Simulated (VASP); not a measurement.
A run of VASP 6.6.1:

Contents of INCAR:

```
SYSTEM = NaGaF2
  ALGO = Normal
  EDIFF = 1E-6
  EDIFFG = -0.04
  ENCUT = 600
  GGA = PE
  IBRION = 2
  ISIF = 3
  ISMEAR = 0
  LASPH = .True.
  LCHARG = .False.
  LREAL = .False.
  LWAVE = .False.
  NELM = 80
  NSW = 90
  PREC = Accurate
  SIGMA = 0.1
```

File KPOINTS:

```
k-points
0
Gamma
  6 6 4
  0 0 0
```

File POSCAR:

```
NaGaF2
1.0
    3.3207317600      0.0000000000      0.0000000000
   -1.6603658800      2.8758380600      0.0000000000
    0.0000000000      0.0000000000      5.3337157900
Na Ga F
1 1 2
Direct
    0.0000000000      0.0000000000      0.0000000000
    0.0000000000      0.0000000000      0.5000000000
    0.3333333300      0.6666666700      0.6558220300
    0.6666666700      0.3333333300      0.3441779700
```

Potentials or basis: VASP PAW PBE potentials, release 64 (Na_pv, Ga_d, F).

Run with:

```sh
$ cat potpaw_PBE.64/Na_pv/POTCAR potpaw_PBE.64/Ga_d/POTCAR potpaw_PBE.64/F/POTCAR > POTCAR
$ mpirun -np 1 vasp_std > vasp.out
```

Hardware: 1 thread of Intel(R) Xeon(R) Platinum 8488C (Sapphire Rapids), with other jobs on the host.

Question: Estimate the wall time of this run.

Answer: It took 4.4 min on 1 thread of Intel(R) Xeon(R) Platinum 8488C (Sapphire Rapids) (shared host), peak memory 0.21 GiB. Counts: scf iterations 131, k points 24, ion steps 14.
